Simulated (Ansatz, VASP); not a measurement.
## TiTe2 in VASP and in Ansatz

Contents of INCAR:

```
PREC = Accurate
ENCUT = 600
EDIFF = 1E-7
ISMEAR = -1
SIGMA = 0.05
LREAL = False
LASPH = True
NELM = 100
ALGO = Normal
ISIF = 3
LWAVE = False
LCHARG = False
GGA = RE
IVDW = 12
IBRION = 2
NSW = 60
EDIFFG = -0.01
```

Contents of KPOINTS:

```
Automatic mesh
0
Gamma
  8 8 4
```

Contents of POSCAR:

```
TiTe2
1.0
    3.7770000000      0.0000000000      0.0000000000
   -1.8885000000      3.2709779501      0.0000000000
    0.0000000000      0.0000000000      6.4980000000
Te Ti
2 1
Direct
    0.3333333333      0.6666666667      0.7372000000
    0.6666666667      0.3333333333      0.2628000000
    0.0000000000      0.0000000000      0.0000000000
```

The input input.yaml:

```yaml
crystal:
  lattice:
    - [3.777, 0.0, 0.0]
    - [-1.8885, 3.2709779501, 0.0]
    - [0.0, 0.0, 6.498]
  atoms:
    - { symbol: Te, position: [0.3333333333, 0.6666666667, 0.7372] }
    - { symbol: Te, position: [0.6666666667, 0.3333333333, 0.2628] }
    - { symbol: Ti, position: [0.0, 0.0, 0.0] }
hamiltonian:
  xc: revpbe
  pseudopotentials: { kind: paw }
  dispersion: d3bj
kpoints:
  mp_grid: { grid: [8, 8, 4] }
scf:
  occupations: { method: fermi_dirac, width: 0.05 }
output:
  forces: true
  stress: true
  write_density: true
  write_potential: true
  elf: true
  volumetric_format: npy
relax:
  f_tol: 0.01
  max_steps: 40
  cell: { stress_tol: 0.05 }
```

Alike in both runs: task relaxation of cell and atoms; functional revPBE; dispersion D3(BJ); k mesh 8 × 8 × 4; occupations fermi-dirac, width 0.05 eV; no spin polarisation.

```csv
,VASP,Ansatz
version,VASP 6.6.1,Ansatz 0.2.0
potentials or method,"VASP PAW PBE potentials, release 64 (Te, Ti_sv)",Ansatz PAW
plane-wave cutoff (eV),600,420
valence electrons in the cell,24,44
```

Ansatz gave:

| Property | Result |
| --- | --- |
| gap on the k mesh at the Fermi level, each at its own relaxed structure (eV) | none |
| relaxed volume (Å³/atom) | 24.22 |
| relaxed length of the cell vector where the two differ most in proportion (Å) | 6.245 |

Q: What did VASP give for the same quantities?

A: gap on the k mesh at the Fermi level, each at its own relaxed structure (eV): none; relaxed volume (Å³/atom): 24.17; relaxed length of the cell vector where the two differ most in proportion (Å): 6.239.

VASP's potentials were made for PBE, not for revPBE. A gap of «none» marks a metal or a gap that the smearing closes. VASP's potentials hold 24 valence electrons a cell and Ansatz's 44, so a difference there can come from the potentials and not from the codes.

Spin-orbit coupling is off throughout. Noted on Ansatz's run: the plane-wave basis is chosen anew once the cell has moved, so the energies of steps on either side of that aren't comparable.
